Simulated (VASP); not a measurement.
A run of VASP 6.6.1 is set up as follows.

File INCAR:

```
SYSTEM = CuAu
  ALGO = Normal
  EDIFF = 1E-8
  ENCUT = 520
  GGA = PS
  ISIF = 2
  ISMEAR = -1
  LASPH = .True.
  LCHARG = .False.
  LEFG = .True.
  LREAL = .False.
  LWAVE = .False.
  NBANDS = 18
  NELM = 80
  PREC = Accurate
  SIGMA = 0.05
```

KPOINTS

```
k-points
0
Gamma
  11 11 8
  0 0 0
```

The input POSCAR:

```
CuAu
1.0
    2.8507024026      0.0000000000      0.0000000000
    0.0000000000      2.8507024026      0.0000000000
    0.0000000000      0.0000000000      3.5816088600
Cu Au
1 1
Direct
    0.5000000000      0.5000000000      0.5000000000
    0.0000000000      0.0000000000      0.0000000000
```

Potentials or basis: VASP PAW PBE potentials, release 64 (Cu, Au).

The run is started by

```sh
$ cat potpaw_PBE.64/Cu/POTCAR potpaw_PBE.64/Au/POTCAR > POTCAR
$ mpirun -np 1 vasp_std > vasp.out
```

Q: Predict the pressure.

A: -3.9 GPa.

Q: Predict the band gap on the k mesh.

A: Zero (bands 11 and 12 overlap by 6.12 eV).

Stress tensor (GPa, compression positive):
```
-4.40  0.00  0.00
 0.00 -4.40  0.00
 0.00  0.00 -3.03
```

Caveat: the cell stands under tension; without QUAD_EFG the Cq values of the log hold for a quadrupole moment of 1 mb, not for the nuclei; the PAW data sets were made with another functional, which shifts forces and pressure a little; spin-orbit coupling is left out, which moves the levels of the heavy elements.
